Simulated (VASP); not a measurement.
Here is a VASP 6.6.1 calculation.

Contents of INCAR:

```
SYSTEM = Cs
ALGO = Fast
EDIFF = 1E-6
ENCUT = 520
GGA = PE
ISIF = 2
ISMEAR = -1
LASPH = .True.
LCHARG = .False.
LREAL = .False.
LWAVE = .False.
NBANDS = 10
NELM = 60
PREC = Accurate
SIGMA = 0.05
```

Contents of KPOINTS:

```
k-points
0
Gamma
  6 6 7
  0 0 0
```

File POSCAR:

```
Cs
1.0
   -2.7154454600      2.7470461000      4.1505364000
    2.7063904000     -2.7491856100      4.1458946800
    2.7223470200      2.7560871700     -4.1519724500
Cs
1
Direct
    0.0000000000      0.0000000000      0.0000000000
```

Potentials or basis: VASP PAW PBE potentials, release 64 (Cs_sv).

Command:

```bash
$ cat potpaw_PBE.64/Cs_sv/POTCAR > POTCAR
$ mpirun -np 1 vasp_std > vasp.out
```

**Question.** Predict the pressure.

**Answer.** -0.1 GPa.
